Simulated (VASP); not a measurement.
# TiB4 (P6/mmm) in VASP: relaxation of cell and atoms with PBE

Aim: the relaxation of cell and atoms of TiB4 with PBE.

Everything below comes from runs of VASP 6.6.1. Logs are shortened: lines on timing, memory, paths and dates and some standing lists are left out, and cuts for length are marked.

### 1 The cell of the first run

Symmetry: P6/mmm, No. 191, hexagonal system. The conventional cell has a = 3.038 Å, b = 3.038 Å, c = 5.043 Å, α = 90.00°, β = 90.00°, γ = 120.00°. Ti (site symmetry 6/mmm) has 12 B at 2.35 Å and 6 Ti at 3.04 Å within 3.1 Å. Within 2.4 Å of B (site symmetry 3m) lie 4 B at 1.75 to 1.92 Å and 3 Ti at 2.35 Å.

The cell was generated, and may not be a known phase.

### 2 Relaxation of cell and atoms, PBE

INCAR reads:

```
PREC = Accurate ; ENCUT = 600
EDIFF = 1E-6 ; ISMEAR = 0
SIGMA = 0.1 ; LREAL = False
LASPH = True ; NELM = 100
ALGO = Normal ; ISIF = 3
LWAVE = False ; LCHARG = False
GGA = PE ; IBRION = 2
NSW = 100 ; EDIFFG = -0.01
```

KPOINTS reads:

```
regular mesh
0
Gamma
  12 12 8
```

POSCAR reads:

```
TiB4
1.0
    3.0384570859      0.0000000000      0.0000000000
   -1.5192285430      2.6313810247      0.0000000000
    0.0000000000      0.0000000000      5.0426338310
Ti B
1 4
Direct
    0.0000000000      0.0000000000      0.0000000000
    0.3333333333      0.6666666667      0.3096468470
    0.6666666667      0.3333333333      0.3096468470
    0.3333333333      0.6666666667      0.6903531530
    0.6666666667      0.3333333333      0.6903531530
```

Potentials or basis: VASP PAW PBE potentials, release 64 (Ti_sv, B).

Started as:

```bash
cat potpaw_PBE.64/Ti_sv/POTCAR potpaw_PBE.64/B/POTCAR > POTCAR
mpirun -np 1 vasp_std > vasp.out
```

OUTCAR:

```text
PREC = Accurate
   ENCUT = 600
   EDIFF = 1E-6
   ISMEAR = 0
   LREAL = False
   LASPH = True
   NELM = 100
   ISIF = 3
   GGA = PE
   IBRION = 2
   NSW = 100
   EDIFFG = -0.01

 ion  position               nearest neighbor table
   1  0.000  0.000  0.000-   2 2.35   3 2.35   4 2.35   5 2.35   3 2.35   5 2.35   2 2.35   4 2.35
                             3 2.35   5 2.35   2 2.35   4 2.35
   2  0.333  0.667  0.310-   3 1.75   3 1.75   3 1.75   4 1.92   1 2.35   1 2.35   1 2.35
   3  0.667  0.333  0.310-   2 1.75   2 1.75   2 1.75   5 1.92   1 2.35   1 2.35   1 2.35
   4  0.333  0.667  0.690-   5 1.75   5 1.75   5 1.75   2 1.92   1 2.35   1 2.35   1 2.35
   5  0.667  0.333  0.690-   4 1.75   4 1.75   4 1.75   3 1.92   1 2.35   1 2.35   1 2.35

  LATTYP: Found a hexagonal cell.
 ALAT       =     3.0384570859
 C/A-ratio  =     1.6596034397

  Lattice vectors:

 A1 = (   3.0384570859,   0.0000000000,   0.0000000000)
 A2 = (  -1.5192285430,   2.6313810247,   0.0000000000)
 A3 = (   0.0000000000,   0.0000000000,   5.0426338310)

Analysis of symmetry for initial positions (statically):
=====================================================================
 Subroutine PRICEL returns:
 Original cell was already a primitive cell.

 Routine SETGRP: Setting up the symmetry group for a
 hexagonal supercell.

 Subroutine GETGRP returns: Found 24 space group operations
 (whereof 24 operations were pure point group operations)
 out of a pool of 24 trial point group operations.

The static configuration has the point symmetry D_6h.

Analysis of symmetry for dynamics (positions and initial velocities):
=====================================================================
 Subroutine PRICEL returns:
 Original cell was already a primitive cell.

 Routine SETGRP: Setting up the symmetry group for a
 hexagonal supercell.

 Subroutine GETGRP returns: Found 24 space group operations
 (whereof 24 operations were pure point group operations)
 out of a pool of 24 trial point group operations.

The dynamic configuration has the point symmetry D_6h.

 Subroutine INISYM returns: Found 24 space group operations
 (whereof 24 operations are pure point group operations),
 and found     1 'primitive' translations

----------------------------------------------------------------------------------------

                                     Primitive cell

  volume of cell :      40.3176

  direct lattice vectors                    reciprocal lattice vectors
     3.038457086  0.000000000  0.000000000     0.329114406  0.190014291  0.000000000
    -1.519228543  2.631381025  0.000000000     0.000000000  0.380028582  0.000000000
     0.000000000  0.000000000  5.042633831     0.000000000  0.000000000  0.198309065

  length of vectors
     3.038457086  3.038457086  5.042633831     0.380028582  0.380028582  0.198309065

  position of ions in fractional coordinates (direct lattice)
     0.000000000  0.000000000  0.000000000
     0.333333333  0.666666667  0.309646847
     0.666666667  0.333333333  0.309646847
     0.333333333  0.666666667  0.690353153
     0.666666667  0.333333333  0.690353153

  ion indices of the primitive-cell ions
   primitive index   ion index
                 1           1
                 2           2
                 3           3
                 4           4
                 5           5

----------------------------------------------------------------------------------------

 KPOINTS: regular mesh

Automatic generation of k-mesh.
 Grid dimensions read from file:
 generate k-points for:   12   12    8

 Generating k-lattice:

  Cartesian coordinates                     Fractional coordinates (reciprocal lattice)
     0.027426201  0.015834524  0.000000000     0.083333333  0.000000000  0.000000000
     0.000000000  0.031669049  0.000000000     0.000000000  0.083333333  0.000000000
     0.000000000  0.000000000  0.024788633     0.000000000  0.000000000  0.125000000

  Length of vectors
     0.031669049  0.031669049  0.024788633

  Shift w.r.t. Gamma in fractional coordinates (k-lattice)
     0.000000000  0.000000000  0.000000000

 Subroutine IBZKPT returns following result:
 ===========================================

 Found     95 irreducible k-points:

 Following reciprocal coordinates:
            Coordinates               Weight
  0.000000  0.000000  0.000000      1.000000
  0.083333  0.000000  0.000000      6.000000
  0.166667  0.000000  0.000000      6.000000
  0.250000  0.000000  0.000000      6.000000
  0.333333  0.000000  0.000000      6.000000
  0.416667  0.000000  0.000000      6.000000
[... 16 lines left out ...]
  0.250000  0.000000  0.125000     12.000000
  0.333333  0.000000  0.125000     12.000000
 [... further k-points ...]
   k-points           NKPTS =     95   k-points in BZ     NKDIM =     95   number of bands    NBANDS=     16
   number of dos      NEDOS =    301   number of ions     NIONS =      5
   total plane-waves  NPLWV =  23040
   dimension x,y,z NGX =    24 NGY =   24 NGZ =   40
   dimension x,y,z NGXF=    48 NGYF=   48 NGZF=   80
   ions per type =               1   4
   NGX,Y,Z   is equivalent  to a cutoff of  13.13, 13.13, 13.19 a.u.
   NGXF,Y,Z  is equivalent  to a cutoff of  26.26, 26.26, 26.37 a.u.
 SYSTEM =  unknown system
   PREC   = accura    normal or accurate (medium, high low for compatibility)
   ISTART =      0    job   : 0-new  1-cont  2-samecut
   ICHARG =      2    charge: 1-file 2-atom 10-const
   ISPIN  =      1    spin polarized calculation?
   LNONCOLLINEAR =      F non collinear calculations
   LSORBIT =      F    spin-orbit coupling
   LASPH  =      T    aspherical Exc in radial PAW
   ENCUT  =  600.0 eV  44.10 Ry    6.64 a.u.   6.07  6.07 10.07*2*pi/ulx,y,z
   NELM   =    100;   NELMIN=  2; NELMDL= -5     # of ELM steps
   EDIFF  = 0.1E-05   stopping-criterion for ELM
   LREAL  =      F    real-space projection
   EDIFFG = -.1E-01   stopping-criterion for IOM
   NSW    =    100    number of steps for IOM
   IBRION =      2    ionic relax: 0-MD 1-quasi-New 2-CG
   NFREE  =      1    steps in history (QN), initial steepest desc. (CG)
   ISIF   =      3    stress and relaxation
   ISYM   =      2    0-nonsym 1-usesym 2-fastsym
   POTIM  = 0.5000    time-step for ionic-motion
   TEBEG  =    0.0;   TEEND  =   0.0 temperature during run
   PSTRESS=    0.0 pullay stress
   NELECT =      24.0000    total number of electrons
   NUPDOWN=      -1.0000    fix difference up-down
   EMIN   =  10.00;   EMAX   =-10.00  energy-range for DOS
   EFERMI =   0.00;   METHOD = LEGACY
   ISMEAR =     0;   SIGMA  =   0.10  broadening in eV -4-tet -1-fermi 0-gaus
   EFERMI_NEDOS =   21; number of points for ismear=-14 and -15
   IALGO  =     38    algorithm
   IMIX   =      4    mixing-type and parameters
     AMIX     =   0.40;   BMIX     =  1.00
     AMIX_MAG =   1.60;   BMIX_MAG =  1.00
  volume/ion in A,a.u.               =       8.06        54.42
  Fermi-wavevector in a.u.,A,eV,Ry     =   1.377148  2.602432 25.803932  1.896535
  Thomas-Fermi vector in A             =   2.502327
   LORBIT       =      0    0 simple, 1 ext, 2 COOP (PROOUT), +10 PAW based schemes
   GGA     = PE    functional components
   LHFCALC =     F    Hartree Fock is set to
   AEXX    =    0.0000 exact exchange contribution
   IVDW    =     0    specifies the selected vdW correction
   LEPSILON=     F    determine dielectric tensor
   LRPA    =     F    only Hartree local field effects (RPA)
 conjugate gradient relaxation of ions
 non-spin polarized calculation
 Gauss-broadening in eV      SIGMA  =   0.10
  energy-cutoff  :      600.00
  volume of cell :       40.32
 maximum number of plane-waves:      1374
   NGX = 13   NGY = 13   NGZ = 21

--------------------------------------- Ionic step        1  -------------------------------------------

 number of electron      24.0000001 magnetization

 Free energy of the ion-electron system (eV)
  ---------------------------------------------------
  ext. energy  EPLUGINS =         0.00000000
  ---------------------------------------------------
  free energy    TOTEN  =       -36.89382387 eV

  energy without entropy =      -36.89170939  energy(sigma->0) =      -36.89276663

------------------------ aborting loop because EDIFF is reached ----------------------------------------

  FORCE on cell =-STRESS in cart. coord.  units (eV):
  Direction    XX          YY          ZZ          XY          YZ          ZX
  --------------------------------------------------------------------------------------
  -------------------------------------------------------------------------------------
  Total       -0.1801466     -0.1801466      0.2137409      0.0000000      0.0000000      0.0000000
  in kB       -7.1588337     -7.1588337      8.4938365      0.0000000      0.0000000      0.0000000
  external PRESSURE =      -1.9412769 kB  Pullay stress =       0.0000000 kB
[... 180 lines left out ...]
  energy  without entropy=      -36.8954846603  energy(sigma->0) =      -36.89650533

--------------------------------------- Ionic step        6  -------------------------------------------

 number of electron      24.0000001 magnetization

 Free energy of the ion-electron system (eV)
  ---------------------------------------------------
  ext. energy  EPLUGINS =         0.00000000
  ---------------------------------------------------
  free energy    TOTEN  =       -36.89755216 eV

  energy without entropy =      -36.89549795  energy(sigma->0) =      -36.89652505

 E-fermi :   8.5334     XC(G=0): -12.3717

 val. band max:        8.5103115757   @ k =   0.0833   0.0833   0.1250
 cond. band min:       8.6536051401   @ k =   0.2500   0.1667   0.3750
 fundamental gap:      0.1432935644
 Fermi energy:         8.5334329360

 k-point     1 :       0.0000    0.0000    0.0000
  band No.  band energies     occupation
      1     -48.2323      2.00000
      2     -24.6269      2.00000
      3     -24.3217      2.00000
      4     -24.3217      2.00000
      5      -5.7581      2.00000
      6      -0.8965      2.00000
[... 8 lines left out ...]
     15      10.7318      0.00000
     16      10.7318      0.00000
[... 420 lines left out ...]
  band No.  band energies     occupation
      1     -48.1919      2.00000
      2     -24.6250      2.00000
      3     -24.5651      2.00000
      4     -24.3904      2.00000
      5      -3.8047      2.00000
      6      -0.1592      2.00000
[... 8 lines left out ...]
     15      11.1822      0.00000
     16      12.3893      0.00000

 [... further k-points ...]

------------------------ aborting loop because EDIFF is reached ----------------------------------------

  FORCE on cell =-STRESS in cart. coord.  units (eV):
  Direction    XX          YY          ZZ          XY          YZ          ZX
  --------------------------------------------------------------------------------------
  -------------------------------------------------------------------------------------
  Total        0.0076931      0.0076931      0.0259910     -0.0000000      0.0000000     -0.0000000
  in kB        0.3056961      0.3056961      1.0327878     -0.0000000      0.0000000     -0.0000000
  external PRESSURE =       0.5480600 kB  Pullay stress =       0.0000000 kB
[... 20 lines left out ...]
  FREE ENERGIE OF THE ION-ELECTRON SYSTEM (eV)
  ---------------------------------------------------
  free  energy   TOTEN  =       -36.8975521555 eV

  energy  without entropy=      -36.8954979509  energy(sigma->0) =      -36.89652505

 reached required accuracy - stopping structural energy minimisation
```

Run time: 4.7 min. Hardware: 1 thread of Intel Xeon 8259CL, shared host; peak memory 0.22 GiB.

Results:

| Quantity | Value |
| --- | --- |
| Free energy | -36.8976 eV |
| Energy gained by relaxing | 0.7 meV/atom |
| Ionic steps | 6 |
| Pressure after relaxing | 0.1 GPa |
| Band gap on the k mesh | zero (bands 12 and 13 overlap by 1.04 eV) |

Forces on the atoms (eV/Å):
```
Ti   0.000  0.000  0.000
B    0.000  0.000  0.002
B    0.000  0.000  0.002
B    0.000  0.000 -0.002
B    0.000  0.000 -0.002
```

The path:
```tsv
step	energy change (eV)	largest force (eV/Å)	pressure (GPa)	volume (Å³)
1	0.0000	0.1783	-0.19	40.32
2	-0.0032	0.0128	0.49	40.26
3	-0.0033	0.0268	0.43	40.27
4	-0.0037	0.0008	-0.29	40.38
5	-0.0037	0.0036	-0.19	40.36
6	-0.0037	0.0024	0.05	40.32
```

Final structure:
```
Ti B
1.0
     3.03775    0.00000    0.00000
    -1.51887    2.63077    0.00000
     0.00000    0.00000    5.04531
Ti B
1 4
Direct
  0.00000 0.00000 0.00000
  0.33333 0.66667 0.30758
  0.66667 0.33333 0.30758
  0.33333 0.66667 0.69242
  0.66667 0.33333 0.69242
```

The gap in the log of VASP goes by the Fermi energy; the results here count the filled bands.